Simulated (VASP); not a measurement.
A run of VASP 6.6.1:

Contents of INCAR:

```
  PREC = Accurate
  ENCUT = 520
  EDIFF = 1E-7
  ISMEAR = 0
  SIGMA = 0.15
  LREAL = False
  LASPH = True
  NELM = 60
  ALGO = Fast
  ISIF = 2
  LWAVE = False
  LCHARG = False
  GGA = PS
  NBANDS = 19
```

Contents of KPOINTS:

```
regular mesh
0
Gamma
  18 18 8
```

Contents of POSCAR:

```
Cd
1.0
    2.9788725081      0.0000000000      0.0000000000
   -1.4894362540      2.5926781630      0.0000000000
    0.0000000000      0.0000000000      5.6176500000
Cd
2
Direct
    0.3333333333      0.6666666667      0.2500000000
    0.6666666667      0.3333333333      0.7500000000
```

Potentials or basis: VASP PAW PBE potentials, release 64 (Cd).

The run is started by

```sh
$ cat potpaw_PBE.64/Cd/POTCAR > POTCAR
$ mpirun -np 1 vasp_std > vasp.out
```

Hardware: 1 thread of AMD EPYC 9R45 (Zen 5), on a shared host.

Estimate the wall time of this run.

Run time: 120 s on 1 thread of AMD EPYC 9R45 (Zen 5) (shared host), peak memory 0.36 GiB. Counts: scf iterations 12, k points 455.
